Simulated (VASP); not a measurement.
# Hf (Fm-3m) in VASP: a series of runs

The runs below take Hf through single point, with PBE+D3(BJ), PBE+D4, PBE.

Program: VASP 6.6.1. These are calculated values, not measurements. Logs are shortened: lines on timing, memory, paths and dates and some standing lists are left out, and cuts for length are marked.

### Step 1. The cell of the first run

Symmetry: Fm-3m, No. 225, cubic system. The conventional cell has a = 4.434 Å, b = 4.434 Å, c = 4.434 Å, α = 90.00°, β = 90.00°, γ = 90.00°. Within 4.1 Å of Hf (site symmetry m-3m) lie 12 Hf at 3.14 Å.

### Step 2. Single point, PBE+D3(BJ)

INCAR

```
SYSTEM = Hf
PREC     = Accurate       ! precision mode
ENCUT    = 520            ! plane-wave cutoff, eV
EDIFF    = 1E-6           ! SCF threshold, eV
ISMEAR   = -1             ! smearing method
SIGMA    = 0.05           ! smearing width, eV
LREAL    = .FALSE.        ! projectors in reciprocal space
LASPH    = .TRUE.         ! aspherical terms in the spheres
NELM     = 60             ! most SCF steps
ALGO     = Normal         ! electronic algorithm
ISIF     = 2              ! what is computed and relaxed
LWAVE    = .FALSE.        ! write WAVECAR
LCHARG   = .FALSE.        ! write CHGCAR
GGA      = PE             ! functional
IVDW     = 12             ! dispersion correction
NBANDS   = 11             ! bands
```

KPOINTS

```
regular mesh
0
G
  10 10 10
  0 0 0
```

POSCAR

```
Hf
1.0
    0.0000000000      2.2169348937      2.2169348937
    2.2169348937      0.0000000000      2.2169348937
    2.2169348937      2.2169348937      0.0000000000
Hf
1
Direct
    0.0000000000      0.0000000000      0.0000000000
```

Potentials or basis: VASP PAW PBE potentials, release 64 (Hf_pv).

The run is started by

```console
$ cat potpaw_PBE.64/Hf_pv/POTCAR > POTCAR
$ mpirun -np 1 vasp_std > vasp.out
```

OUTCAR:

```text
SYSTEM = Hf
   PREC = Accurate
   ENCUT = 520
   EDIFF = 1E-6
   ISMEAR = -1
   LREAL = .FALSE.
   LASPH = .TRUE.
   NELM = 60
   ISIF = 2
   GGA = PE
   IVDW = 12
 IVDW          = 12

 ion  position               nearest neighbor table
   1  0.000  0.000  0.000-

  LATTYP: Found a face centered cubic cell.
 ALAT       =     4.4338697874

  Lattice vectors:

 A1 = (   0.0000000000,   2.2169348937,   2.2169348937)
 A2 = (   2.2169348937,   0.0000000000,   2.2169348937)
 A3 = (   2.2169348937,   2.2169348937,   0.0000000000)

Analysis of symmetry for initial positions (statically):
=====================================================================
 Subroutine PRICEL returns:
 Original cell was already a primitive cell.

 Routine SETGRP: Setting up the symmetry group for a
 face centered cubic supercell.

 Subroutine GETGRP returns: Found 48 space group operations
 (whereof 48 operations were pure point group operations)
 out of a pool of 48 trial point group operations.

The static configuration has the point symmetry O_h .

Analysis of symmetry for dynamics (positions and initial velocities):
=====================================================================
 Subroutine PRICEL returns:
 Original cell was already a primitive cell.

 Routine SETGRP: Setting up the symmetry group for a
 face centered cubic supercell.

 Subroutine GETGRP returns: Found 48 space group operations
 (whereof 48 operations were pure point group operations)
 out of a pool of 48 trial point group operations.

The dynamic configuration has the point symmetry O_h .

 Subroutine INISYM returns: Found 48 space group operations
 (whereof 48 operations are pure point group operations),
 and found     1 'primitive' translations

----------------------------------------------------------------------------------------

                                     Primitive cell

  volume of cell :      21.7916

  direct lattice vectors                    reciprocal lattice vectors
     0.000000000  2.216934894  2.216934894    -0.225536619  0.225536619  0.225536619
     2.216934894  0.000000000  2.216934894     0.225536619 -0.225536619  0.225536619
     2.216934894  2.216934894  0.000000000     0.225536619  0.225536619 -0.225536619

  length of vectors
     3.135219394  3.135219394  3.135219394     0.390640883  0.390640883  0.390640883

  position of ions in fractional coordinates (direct lattice)
     0.000000000  0.000000000  0.000000000

  ion indices of the primitive-cell ions
   primitive index   ion index
                 1           1

----------------------------------------------------------------------------------------

 KPOINTS: regular mesh

Automatic generation of k-mesh.
 Grid dimensions read from file:
 generate k-points for:   10   10   10

 Generating k-lattice:

  Cartesian coordinates                     Fractional coordinates (reciprocal lattice)
    -0.022553662  0.022553662  0.022553662     0.100000000  0.000000000  0.000000000
     0.022553662 -0.022553662  0.022553662     0.000000000  0.100000000  0.000000000
     0.022553662  0.022553662 -0.022553662     0.000000000  0.000000000  0.100000000

  Length of vectors
     0.039064088  0.039064088  0.039064088

  Shift w.r.t. Gamma in fractional coordinates (k-lattice)
     0.000000000  0.000000000  0.000000000

 Subroutine IBZKPT returns following result:
 ===========================================

 Found     47 irreducible k-points:

 Following reciprocal coordinates:
            Coordinates               Weight
  0.000000  0.000000  0.000000      1.000000
  0.100000  0.000000  0.000000      8.000000
  0.200000  0.000000  0.000000      8.000000
  0.300000  0.000000  0.000000      8.000000
  0.400000  0.000000  0.000000      8.000000
  0.500000  0.000000  0.000000      4.000000
[... 16 lines left out ...]
  0.300000  0.300000  0.000000      6.000000
  0.400000  0.300000  0.000000     24.000000
 [... further k-points ...]
   k-points           NKPTS =     47   k-points in BZ     NKDIM =     47   number of bands    NBANDS=     11
   number of dos      NEDOS =    301   number of ions     NIONS =      1
   total plane-waves  NPLWV =  13824
   dimension x,y,z NGX =    24 NGY =   24 NGZ =   24
   dimension x,y,z NGXF=    48 NGYF=   48 NGZF=   48
   ions per type =               1
   NGX,Y,Z   is equivalent  to a cutoff of  12.73, 12.73, 12.73 a.u.
   NGXF,Y,Z  is equivalent  to a cutoff of  25.45, 25.45, 25.45 a.u.
 SYSTEM =  Hf
   PREC   = accura    normal or accurate (medium, high low for compatibility)
   ISTART =      0    job   : 0-new  1-cont  2-samecut
   ICHARG =      2    charge: 1-file 2-atom 10-const
   ISPIN  =      1    spin polarized calculation?
   LNONCOLLINEAR =      F non collinear calculations
   LSORBIT =      F    spin-orbit coupling
   LASPH  =      T    aspherical Exc in radial PAW
   ENCUT  =  520.0 eV  38.22 Ry    6.18 a.u.   5.83  5.83  5.83*2*pi/ulx,y,z
   NELM   =     60;   NELMIN=  2; NELMDL= -5     # of ELM steps
   EDIFF  = 0.1E-05   stopping-criterion for ELM
   LREAL  =      F    real-space projection
   EDIFFG = 0.1E-04   stopping-criterion for IOM
   NSW    =      0    number of steps for IOM
   IBRION =     -1    ionic relax: 0-MD 1-quasi-New 2-CG
   NFREE  =      0    steps in history (QN), initial steepest desc. (CG)
   ISIF   =      2    stress and relaxation
   ISYM   =      2    0-nonsym 1-usesym 2-fastsym
   POTIM  = 0.5000    time-step for ionic-motion
   TEBEG  =    0.0;   TEEND  =   0.0 temperature during run
   PSTRESS=    0.0 pullay stress
   NELECT =      10.0000    total number of electrons
   NUPDOWN=      -1.0000    fix difference up-down
   EMIN   =  10.00;   EMAX   =-10.00  energy-range for DOS
   EFERMI =   0.00;   METHOD = LEGACY
   ISMEAR =    -1;   SIGMA  =   0.05  broadening in eV -4-tet -1-fermi 0-gaus
   EFERMI_NEDOS =   21; number of points for ismear=-14 and -15
   IALGO  =     38    algorithm
   IMIX   =      4    mixing-type and parameters
     AMIX     =   0.40;   BMIX     =  1.00
     AMIX_MAG =   1.60;   BMIX_MAG =  1.00
  volume/ion in A,a.u.               =      21.79       147.06
  Fermi-wavevector in a.u.,A,eV,Ry     =   1.262734  2.386221 21.694453  1.594497
  Thomas-Fermi vector in A             =   2.396127
   LORBIT       =      0    0 simple, 1 ext, 2 COOP (PROOUT), +10 PAW based schemes
   GGA     = PE    functional components
   LHFCALC =     F    Hartree Fock is set to
   AEXX    =    0.0000 exact exchange contribution
   IVDW    =    12    specifies the selected vdW correction
   LEPSILON=     F    determine dielectric tensor
   LRPA    =     F    only Hartree local field effects (RPA)
 non-spin polarized calculation
  energy-cutoff  :      520.00
  volume of cell :       21.79
 maximum number of plane-waves:       600
   NGX = 11   NGY = 11   NGZ = 11

 number of electron      10.0000000 magnetization

 Free energy of the ion-electron system (eV)
  ---------------------------------------------------
  ext. energy  EPLUGINS =         0.00000000
  ---------------------------------------------------
  free energy    TOTEN  =        -9.85384908 eV

  energy without entropy =       -9.84296202  energy(sigma->0) =       -9.84840555

 E-fermi :   4.9346     XC(G=0): -11.4043

 val. band max:        4.9120835337   @ k =   0.3000   0.0000   0.0000
 cond. band min:       4.9527622142   @ k =  -0.2000   0.1000   0.0000
 fundamental gap:      0.0406786805
 Fermi energy:         4.9346224920

 k-point     1 :       0.0000    0.0000    0.0000
  band No.  band energies     occupation
      1     -24.9840      2.00000
      2     -24.9840      2.00000
      3     -24.9840      2.00000
      4      -2.3748      2.00000
      5       6.3451      0.00000
      6       6.3451      0.00000
      7       6.3451      0.00000
      8       9.2305      0.00000
      9       9.2305      0.00000
     10      16.3312      0.00000
     11      18.0935      0.00000

 k-point     2 :       0.1000    0.0000    0.0000
  band No.  band energies     occupation
      1     -25.0745      2.00000
      2     -24.9954      2.00000
      3     -24.9954      2.00000
      4      -2.0183      2.00000
      5       5.9954      0.00000
      6       6.5085      0.00000
      7       6.5085      0.00000
      8       9.0565      0.00000
      9       9.0565      0.00000
     10      17.0971      0.00000
     11      18.0918      0.00000

 k-point     3 :       0.2000    0.0000    0.0000
  band No.  band energies     occupation
      1     -25.3051      2.00000
      2     -25.0251      2.00000
      3     -25.0251      2.00000
      4      -1.0552      2.00000
      5       5.3124      0.00105
      6       6.7449      0.00000
      7       6.7449      0.00000
      8       8.9663      0.00000
      9       8.9663      0.00000
     10      17.1286      0.00000
     11      18.0957      0.00000

 k-point     4 :       0.3000    0.0000    0.0000
  band No.  band energies     occupation
      1     -25.5787      2.00000
      2     -25.0614      2.00000
      3     -25.0614      2.00000
      4       0.1540      2.00000
      5       4.9121      1.22165
      6       6.5684      0.00000
      7       6.5684      0.00000
      8       9.6756      0.00000
      9       9.6756      0.00000
     10      15.7703      0.00000
     11      18.0907      0.00000
[... 239 lines left out ...]
 k-point    22 :      -0.2000    0.2000    0.0000
  band No.  band energies     occupation
      1     -25.5349      2.00000
      2     -25.2326      2.00000
      3     -25.0569      2.00000
      4       0.7899      2.00000
      5       4.6069      1.99716
      6       5.7643      0.00000
      7       7.5467      0.00000
      8       8.0122      0.00000
      9      11.3030      0.00000
     10      17.3577      0.00000
     11      18.1122      0.00000

 k-point    23 :       0.3000    0.3000    0.0000
  band No.  band energies     occupation
      1     -25.5499      2.00000
      2     -25.1940      2.00000
      3     -25.1940      2.00000
      4       0.9105      2.00000
      5       3.6453      2.00000
      6       6.0251      0.00000
      7       8.8499      0.00000
      8       8.8499      0.00000
      9      10.5581      0.00000
     10      18.0855      0.00000
     11      19.7601      0.00000

 k-point    24 :       0.4000    0.3000    0.0000
  band No.  band energies     occupation
      1     -25.6636      2.00000
      2     -25.2582      2.00000
      3     -25.2294      2.00000
      4       1.5830      2.00000
      5       3.3666      2.00000
      6       5.8072      0.00000
      7       9.1177      0.00000
      8      10.1467      0.00000
      9      11.2729      0.00000
     10      16.9288      0.00000
     11      18.1013      0.00000

 [... further k-points ...]

------------------------ aborting loop because EDIFF is reached ----------------------------------------

 Edisp (eV)   -0.46270

 E8    (eV) :    -0.2483

  FORCE on cell =-STRESS in cart. coord.  units (eV):
  Direction    XX          YY          ZZ          XY          YZ          ZX
  --------------------------------------------------------------------------------------
  -------------------------------------------------------------------------------------
  Total      -0.06070    -0.06070    -0.06070     0.00000     0.00000     0.00000
  in kB      -4.46297    -4.46297    -4.46297     0.00000     0.00000     0.00000
  external pressure =       -4.46 kB  Pullay stress =        0.00 kB

 VOLUME and BASIS-vectors are now :
 -----------------------------------------------------------------------------
  energy-cutoff  :      520.00
  volume of cell :       21.79
      direct lattice vectors                 reciprocal lattice vectors
     0.000000000  2.216934894  2.216934894    -0.225536619  0.225536619  0.225536619
     2.216934894  0.000000000  2.216934894     0.225536619 -0.225536619  0.225536619
     2.216934894  2.216934894  0.000000000     0.225536619  0.225536619 -0.225536619

 POSITION                                       TOTAL-FORCE (eV/Angst)
 -----------------------------------------------------------------------------------
      0.00000      0.00000      0.00000        -0.000000      0.000000      0.000000
 -----------------------------------------------------------------------------------
    total drift:                               -0.000000      0.000000     -0.000000

  FREE ENERGIE OF THE ION-ELECTRON SYSTEM (eV)
  ---------------------------------------------------
  free  energy   TOTEN  =       -10.3165520253 eV

  energy  without entropy=      -10.3056649668  energy(sigma->0) =      -10.31110850
```

Run time: 14 s. Hardware: 1 thread of AMD EPYC 7R13, shared host; peak memory 0.15 GiB.

What came out:

| Item | Value |
| --- | --- |
| Free energy | -10.3166 eV |
| Pressure | -0.4 GPa |
| Band gap on the k mesh | zero (band 5 reaches 6.35 eV, above the bottom of band 6 at 4.53 eV) |
| Dispersion energy per atom | -0.463 eV |

Levels at points of the mesh, in eV from the Fermi level:
| k point | band 1 | band 2 | band 3 | band 4 | band 5 | band 6 | band 7 | band 8 | band 9 | band 10 |
| --- | --- | --- | --- | --- | --- | --- | --- | --- | --- | --- |
| (0.00, 0.00, 0.00) | -29.92 | -29.92 | -29.92 | -7.31 | 1.41 | 1.41 | 1.41 | 4.30 | 4.30 | 11.40 |
| (0.50, 0.00, 0.00) | -30.81 | -30.04 | -30.04 | -3.72 | 0.66 | 1.18 | 1.18 | 6.49 | 6.49 | 9.71 |
| (0.50, 0.50, 0.00) | -30.75 | -30.24 | -30.24 | -3.37 | -2.23 | 2.66 | 6.50 | 7.14 | 7.14 | 10.12 |

Caveat: spin-orbit coupling is left out, which moves the levels of the heavy elements; pairwise dispersion overbinds metals, which lowers pressure and volume.

### Step 3. Single point, PBE+D4

This run uses another cell than the first one, of 22.20 Å³/atom, 1.019 times its volume.

INCAR

```
ALGO     = Normal         # electronic algorithm
EDIFF    = 1E-7           # SCF threshold, eV
ENCUT    = 520            # plane-wave cutoff, eV
GGA      = PE             # functional
ISIF     = 2              # what is computed and relaxed
ISMEAR   = -1             # smearing method
IVDW     = 13             # dispersion correction
LASPH    = T              # aspherical terms in the spheres
LCHARG   = F              # write CHGCAR
LREAL    = F              # projectors in reciprocal space
LWAVE    = F              # write WAVECAR
NBANDS   = 11             # bands
NELM     = 100            # most SCF steps
PREC     = Accurate       # precision mode
SIGMA    = 0.05           # smearing width, eV
```

KPOINTS

```
k-points
0
Gamma
  10 10 10
```

POSCAR

```
Hf
1.0
    0.0000000000      2.2305434127      2.2305434127
    2.2305434127      0.0000000000      2.2305434127
    2.2305434127      2.2305434127      0.0000000000
Hf
1
Direct
    0.0000000000      0.0000000000      0.0000000000
```

Potentials or basis: VASP PAW PBE potentials, release 64 (Hf_pv).

The run is started by

```console
$ cat potpaw_PBE.64/Hf_pv/POTCAR > POTCAR
$ mpirun -np 1 vasp_std > vasp.out
```

OUTCAR:

```text
EDIFF = 1E-7
   ENCUT = 520
   GGA = PE
   ISIF = 2
   ISMEAR = -1
   IVDW = 13
   LASPH = T
   LREAL = F
   NELM = 100
   PREC = Accurate

 ion  position               nearest neighbor table
   1  0.000  0.000  0.000-

  LATTYP: Found a face centered cubic cell.
 ALAT       =     4.4610868254

  Lattice vectors:

 A1 = (   0.0000000000,   2.2305434127,   2.2305434127)
 A2 = (   2.2305434127,   0.0000000000,   2.2305434127)
 A3 = (   2.2305434127,   2.2305434127,   0.0000000000)

Analysis of symmetry for initial positions (statically):
=====================================================================
 Subroutine PRICEL returns:
 Original cell was already a primitive cell.

 Routine SETGRP: Setting up the symmetry group for a
 face centered cubic supercell.

 Subroutine GETGRP returns: Found 48 space group operations
 (whereof 48 operations were pure point group operations)
 out of a pool of 48 trial point group operations.

The static configuration has the point symmetry O_h .

Analysis of symmetry for dynamics (positions and initial velocities):
[... 165 lines left out ...]
 k-point     1 :       0.0000    0.0000    0.0000
  band No.  band energies     occupation
      1     -25.1810      2.00000
      2     -25.1810      2.00000
      3     -25.1810      2.00000
      4      -2.4414      2.00000
      5       6.2080      0.00000
      6       6.2080      0.00000
      7       6.2080      0.00000
      8       9.0264      0.00000
      9       9.0264      0.00000
     10      16.1403      0.00000
     11      17.9002      0.00000
[... 309 lines left out ...]
 k-point    24 :       0.4000    0.3000    0.0000
  band No.  band energies     occupation
      1     -25.8195      2.00000
      2     -25.4390      2.00000
      3     -25.4120      2.00000
      4       1.4894      2.00000
      5       3.2898      2.00000
      6       5.6499      0.00000
      7       8.9166      0.00000
      8       9.9177      0.00000
      9      11.0172      0.00000
     10      16.5709      0.00000
     11      17.9055      0.00000

 [... further k-points ...]

------------------------ aborting loop because EDIFF is reached ----------------------------------------

  DFT-D4 for vdW energy calculation

  Edisp (eV):   -0.21090

  FORCE on cell =-STRESS in cart. coord.  units (eV):
  Direction    XX          YY          ZZ          XY          YZ          ZX
  --------------------------------------------------------------------------------------
  -------------------------------------------------------------------------------------
  Total      -0.06707    -0.06707    -0.06707     0.00000    -0.00000    -0.00000
  in kB      -4.84144    -4.84144    -4.84144     0.00000    -0.00000    -0.00000
  external pressure =       -4.84 kB  Pullay stress =        0.00 kB

 VOLUME and BASIS-vectors are now :
 -----------------------------------------------------------------------------
  energy-cutoff  :      520.00
  volume of cell :       22.20
      direct lattice vectors                 reciprocal lattice vectors
     0.000000000  2.230543413  2.230543413    -0.224160623  0.224160623  0.224160623
     2.230543413  0.000000000  2.230543413     0.224160623 -0.224160623  0.224160623
     2.230543413  2.230543413  0.000000000     0.224160623  0.224160623 -0.224160623

 POSITION                                       TOTAL-FORCE (eV/Angst)
 -----------------------------------------------------------------------------------
      0.00000      0.00000      0.00000         0.000000      0.000000      0.000000
 -----------------------------------------------------------------------------------
    total drift:                               -0.000000      0.000000      0.000000

  FREE ENERGIE OF THE ION-ELECTRON SYSTEM (eV)
  ---------------------------------------------------
  free  energy   TOTEN  =       -10.0699699748 eV

  energy  without entropy=      -10.0585171499  energy(sigma->0) =      -10.06424356
```

stdout:

```text
POSCAR found type information on POSCAR Hf
 POSCAR found :  1 types and       1 ions
 scaLAPACK will be used
 LDA part: xc-table for (Slater+PW92), standard interpolation
 POSCAR, INCAR and KPOINTS ok, starting setup
 FFT: planning ... GRIDC
 FFT: planning ... GRID_SOFT
 FFT: planning ... GRID
 WAVECAR not read
 entering main loop
```

Wall time 17 s (1 thread of AMD EPYC 7R13, shared host); peak memory 0.14 GiB.

Results:

* Free energy: -10.0700 eV
* Pressure: -0.5 GPa
* Band gap on the k mesh: zero (band 5 reaches 6.21 eV, above the bottom of band 6 at 4.40 eV)
* Dispersion energy per atom: -0.211 eV

Levels at points of the mesh, in eV from the Fermi level:
```tsv
k point	band 2	band 3	band 4	band 5	band 6	band 7	band 8	band 9
(0.00, 0.00, 0.00)	-29.98	-29.98	-7.25	1.40	1.40	1.40	4.22	4.22
(0.50, 0.00, 0.00)	-30.10	-30.10	-3.66	0.60	1.18	1.18	6.36	6.36
(0.50, 0.50, 0.00)	-30.28	-30.28	-3.29	-2.16	2.56	6.37	6.99	6.99
```

Caveat: spin-orbit coupling is left out, which moves the levels of the heavy elements; pairwise dispersion overbinds metals, which lowers pressure and volume.

[end of part 1 of 2]
